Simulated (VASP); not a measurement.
# Zr (Fd-3m) in VASP: further runs, part 2 of 2

VASP 6.6.1.

**3. Relaxation of cell and atoms, LDA, target pressure 38 GPa, at which the enthalpy is minimised**

This run uses another cell than the first one, of 19.56 Å³/atom.

Input file INCAR:

```
PREC = Accurate ; ENCUT = 600
EDIFF = 1E-7 ; ISMEAR = -1
SIGMA = 0.08 ; LREAL = False
LASPH = True ; NELM = 100
ALGO = Normal ; ISIF = 3
LWAVE = False ; LCHARG = False
GGA = CA ; IBRION = 2
NSW = 60 ; EDIFFG = -0.005
PSTRESS = 380.0
```

Input file KPOINTS:

```
Automatic mesh
0
Gamma
  12 12 12
```

Input file POSCAR:

```
Zr
1.0
    0.0000000000      2.6942573511      2.6942573511
    2.6942573511      0.0000000000      2.6942573511
    2.6942573511      2.6942573511      0.0000000000
Zr
2
Direct
   -0.1250000000     -0.1250000000     -0.1250000000
    0.1250000000      0.1250000000      0.1250000000
```

Potentials or basis: VASP PAW LDA potentials, release 64 (Zr_sv).

The run is started by

```bash
> cat potpaw_LDA.64/Zr_sv/POTCAR > POTCAR
> mpirun -np 1 vasp_std > vasp.out
```

OUTCAR:

```text
PREC = Accurate
   ENCUT = 600
   EDIFF = 1E-7
   ISMEAR = -1
   LREAL = False
   LASPH = True
   NELM = 100
   ISIF = 3
   GGA = CA
   IBRION = 2
   NSW = 60
   EDIFFG = -0.005
   PSTRESS = 380.0

 ion  position               nearest neighbor table
   1  0.875  0.875  0.875-   2 2.33   2 2.33   2 2.33   2 2.33
   2  0.125  0.125  0.125-   1 2.33   1 2.33   1 2.33   1 2.33

  LATTYP: Found a face centered cubic cell.
 ALAT       =     5.3885147022

  Lattice vectors:

 A1 = (   0.0000000000,   2.6942573511,   2.6942573511)
 A2 = (   2.6942573511,   0.0000000000,   2.6942573511)
 A3 = (   2.6942573511,   2.6942573511,   0.0000000000)

Analysis of symmetry for initial positions (statically):
=====================================================================
 Subroutine PRICEL returns:
 Original cell was already a primitive cell.

 Routine SETGRP: Setting up the symmetry group for a
 face centered cubic supercell.

 Subroutine GETGRP returns: Found 48 space group operations
 (whereof 12 operations were pure point group operations)
 out of a pool of 48 trial point group operations.

The static configuration has the point symmetry D_3d.
 The point group associated with its full space group is O_h .

Analysis of symmetry for dynamics (positions and initial velocities):
=====================================================================
 Subroutine PRICEL returns:
 Original cell was already a primitive cell.

 Routine SETGRP: Setting up the symmetry group for a
 face centered cubic supercell.

 Subroutine GETGRP returns: Found 48 space group operations
 (whereof 12 operations were pure point group operations)
 out of a pool of 48 trial point group operations.

The dynamic configuration has the point symmetry D_3d.
 The point group associated with its full space group is O_h .

 Subroutine INISYM returns: Found 48 space group operations
 (whereof 12 operations are pure point group operations),
 and found     1 'primitive' translations

----------------------------------------------------------------------------------------

                                     Primitive cell

  volume of cell :      39.1154

  direct lattice vectors                    reciprocal lattice vectors
     0.000000000  2.694257351  2.694257351    -0.185579896  0.185579896  0.185579896
     2.694257351  0.000000000  2.694257351     0.185579896 -0.185579896  0.185579896
     2.694257351  2.694257351  0.000000000     0.185579896  0.185579896 -0.185579896

  length of vectors
     3.810255286  3.810255286  3.810255286     0.321433809  0.321433809  0.321433809

  position of ions in fractional coordinates (direct lattice)
     0.875000000  0.875000000  0.875000000
     0.125000000  0.125000000  0.125000000

  ion indices of the primitive-cell ions
   primitive index   ion index
                 1           1
                 2           2

----------------------------------------------------------------------------------------

 KPOINTS: Automatic mesh

Automatic generation of k-mesh.
 Grid dimensions read from file:
 generate k-points for:   12   12   12

 Generating k-lattice:
[... 24 lines left out ...]
  0.416667  0.000000  0.000000      8.000000
[... 16 lines left out ...]
  0.500000  0.166667  0.000000     24.000000
 -0.416667  0.166667  0.000000     24.000000
 [... further k-points ...]
   k-points           NKPTS =     72   k-points in BZ     NKDIM =     72   number of bands    NBANDS=     16
   number of dos      NEDOS =    301   number of ions     NIONS =      2
   total plane-waves  NPLWV =  27000
   dimension x,y,z NGX =    30 NGY =   30 NGZ =   30
   dimension x,y,z NGXF=    60 NGYF=   60 NGZF=   60
   ions per type =               2
   NGX,Y,Z   is equivalent  to a cutoff of  13.09, 13.09, 13.09 a.u.
   NGXF,Y,Z  is equivalent  to a cutoff of  26.18, 26.18, 26.18 a.u.
 SYSTEM =  unknown system
   PREC   = accura    normal or accurate (medium, high low for compatibility)
   ISTART =      0    job   : 0-new  1-cont  2-samecut
   ICHARG =      2    charge: 1-file 2-atom 10-const
   ISPIN  =      1    spin polarized calculation?
   LNONCOLLINEAR =      F non collinear calculations
   LSORBIT =      F    spin-orbit coupling
   LASPH  =      T    aspherical Exc in radial PAW
   ENCUT  =  600.0 eV  44.10 Ry    6.64 a.u.   7.61  7.61  7.61*2*pi/ulx,y,z
   NELM   =    100;   NELMIN=  2; NELMDL= -5     # of ELM steps
   EDIFF  = 0.1E-06   stopping-criterion for ELM
   LREAL  =      F    real-space projection
   EDIFFG = -.5E-02   stopping-criterion for IOM
   NSW    =     60    number of steps for IOM
   IBRION =      2    ionic relax: 0-MD 1-quasi-New 2-CG
   NFREE  =      1    steps in history (QN), initial steepest desc. (CG)
   ISIF   =      3    stress and relaxation
   ISYM   =      2    0-nonsym 1-usesym 2-fastsym
   POTIM  = 0.5000    time-step for ionic-motion
   TEBEG  =    0.0;   TEEND  =   0.0 temperature during run
   PSTRESS=  380.0 pullay stress
   NELECT =      24.0000    total number of electrons
   NUPDOWN=      -1.0000    fix difference up-down
   EMIN   =  10.00;   EMAX   =-10.00  energy-range for DOS
   EFERMI =   0.00;   METHOD = LEGACY
   ISMEAR =    -1;   SIGMA  =   0.08  broadening in eV -4-tet -1-fermi 0-gaus
   EFERMI_NEDOS =   21; number of points for ismear=-14 and -15
   IALGO  =     38    algorithm
   IMIX   =      4    mixing-type and parameters
     AMIX     =   0.40;   BMIX     =  1.00
     AMIX_MAG =   1.60;   BMIX_MAG =  1.00
  volume/ion in A,a.u.               =      19.56       131.98
  Fermi-wavevector in a.u.,A,eV,Ry     =   1.391114  2.628825 26.329983  1.935199
  Thomas-Fermi vector in A             =   2.514985
   LORBIT       =      0    0 simple, 1 ext, 2 COOP (PROOUT), +10 PAW based schemes
   GGA     = CA    functional components
   LHFCALC =     F    Hartree Fock is set to
   AEXX    =    0.0000 exact exchange contribution
   IVDW    =     0    specifies the selected vdW correction
   LEPSILON=     F    determine dielectric tensor
   LRPA    =     F    only Hartree local field effects (RPA)
 conjugate gradient relaxation of ions
 non-spin polarized calculation
  energy-cutoff  :      600.00
  volume of cell :       39.12
 maximum number of plane-waves:      1323
   NGX = 15   NGY = 15   NGZ = 15

--------------------------------------- Ionic step        1  -------------------------------------------

 number of electron      24.0000000 magnetization

 Free energy of the ion-electron system (eV)
  ---------------------------------------------------
  ext. energy  EPLUGINS =         0.00000000
  ---------------------------------------------------
  free energy    TOTEN  =       -12.75898809 eV

  energy without entropy =      -12.69155134  energy(sigma->0) =      -12.72526971

------------------------ aborting loop because EDIFF is reached ----------------------------------------

  FORCE on cell =-STRESS in cart. coord.  units (eV):
  Direction    XX          YY          ZZ          XY          YZ          ZX
  --------------------------------------------------------------------------------------
  -------------------------------------------------------------------------------------
  Total        7.5499040      7.5499040      7.5499040     -0.0000000     -0.0000000      0.0000000
  in kB      309.2464967    309.2464967    309.2464967     -0.0000000     -0.0000000      0.0000000
  external PRESSURE =     -70.7535033 kB  Pullay stress =     380.0000000 kB
[... 101 lines left out ...]
--------------------------------------- Ionic step        4  -------------------------------------------

 number of electron      24.0000001 magnetization

 Free energy of the ion-electron system (eV)
  ---------------------------------------------------
  ext. energy  EPLUGINS =         0.00000000
  ---------------------------------------------------
  free energy    TOTEN  =       -12.45287619 eV

  energy without entropy =      -12.38856575  energy(sigma->0) =      -12.42072097

 E-fermi :  11.0186     XC(G=0): -11.9532

 val. band max:       11.0134561412   @ k =  -0.4167   0.4167   0.1667
 cond. band min:      11.0200878448   @ k =  -0.0833   0.0833   0.0000
 fundamental gap:      0.0066317036
 Fermi energy:        11.0185993965

 k-point     1 :       0.0000    0.0000    0.0000
  band No.  band energies     occupation
      1     -38.5267      2.00000
      2     -35.9175      2.00000
      3     -17.1950      2.00000
      4     -17.1950      2.00000
      5     -17.1950      2.00000
      6     -14.3782      2.00000
[... 433 lines left out ...]
      3     -17.9276      2.00000
      4     -17.6579      2.00000
      5     -16.7586      2.00000
      6     -14.5053      2.00000
[... 8 lines left out ...]
     15      13.8914      0.00000
     16      15.0965      0.00000

 [... further k-points ...]

------------------------ aborting loop because EDIFF is reached ----------------------------------------

  FORCE on cell =-STRESS in cart. coord.  units (eV):
  Direction    XX          YY          ZZ          XY          YZ          ZX
  --------------------------------------------------------------------------------------
  -------------------------------------------------------------------------------------
  Total        8.9316277      8.9316277      8.9316277      0.0000000      0.0000000      0.0000000
  in kB      379.7151897    379.7151897    379.7151897      0.0000000      0.0000000      0.0000000
  external PRESSURE =      -0.2848103 kB  Pullay stress =     380.0000000 kB
[... 21 lines left out ...]
  energy  without entropy=      -12.3885657537  energy(sigma->0) =      -12.42072097

  enthalpy is  TOTEN    =        -3.5145491625 eV   P V=        8.9383270260

 reached required accuracy - stopping structural energy minimisation
```

OSZICAR:

```text
N       E                     dE             d eps       ncg     rms          rms(c)
DAV:   1     0.254193820795E+03    0.25419E+03   -0.14871E+04  2304   0.169E+03
DAV:   2     0.169681546787E+01   -0.25250E+03   -0.24997E+03  2856   0.454E+02
DAV:   3    -0.126786805790E+02   -0.14375E+02   -0.14133E+02  4488   0.865E+01
[... 36 lines left out ...]
DAV:   2    -0.124529104383E+02    0.33365E-03   -0.95576E-04  3088   0.296E-01    0.750E-02
DAV:   3    -0.124528611751E+02    0.49263E-04   -0.29488E-04  3504   0.138E-01    0.383E-02
DAV:   4    -0.124528694167E+02   -0.82416E-05   -0.17765E-05  3200   0.256E-02    0.164E-02
DAV:   5    -0.124528762223E+02   -0.68056E-05   -0.18864E-05  3568   0.243E-02    0.704E-03
DAV:   6    -0.124528761885E+02    0.33730E-07   -0.39201E-07  2480   0.636E-03
   4 F= -.35145492E+01 E0= -.34823939E+01  d E =-.328320E-01
```

Wall time 3.5 min (1 thread of Intel Xeon 8259CL, shared host); peak memory 0.19 GiB.

What came out:

```yaml
Free_energy: -12.4529 eV
Relaxed_volume: 18.84 Å³/atom
Relaxed_cell: a = 3.763 Å, b = 3.763 Å, c = 3.763 Å, α = 60.00°, β = 60.00°, γ = 60.00°
Space_group_after_relaxing_to_0.1_Å: Fd-3m (No. 227)
Energy_change_on_relaxing_the_run_minimises_the_enthalpy: +153.1 meV/atom
Ionic_steps: 4
Pressure_after_relaxing: 38.0 GPa
Band_gap_on_the_k_mesh: zero (bands 12 and 13 overlap by 1.92 eV)
```

The path:
```
step  energy change (eV)  largest force (eV/Å)  pressure (GPa)  volume (Å³)
   1              0.0000                0.0000           30.92        39.12
   2              1.2913                0.0000           60.58        34.43
   3              0.2954                0.0000           37.72        37.73
   4              0.3061                0.0000           37.97        37.69
```

Final structure:
```
Zr
1.0
     0.00000    2.66104    2.66104
     2.66104    0.00000    2.66104
     2.66104    2.66104    0.00000
Zr
2
Cartesian
  4.6568 4.6568 4.6568
  0.6653 0.6653 0.6653
```

Levels at points of the mesh, in eV from the Fermi level:
```
           k point  band 10  band 11  band 12  band 13  band 14  band 15
(0.00, 0.00, 0.00)    -2.50    -2.50    -0.02    -0.02    -0.02     3.58
(0.50, 0.00, 0.00)    -2.16    -2.16    -1.35    -0.90    -0.90     2.56
(0.50, 0.50, 0.00)    -3.93    -0.89    -0.89     1.60     1.60     2.83
```

Caveat: the cell is relaxed towards a set pressure, so the run minimises the enthalpy, not the energy.
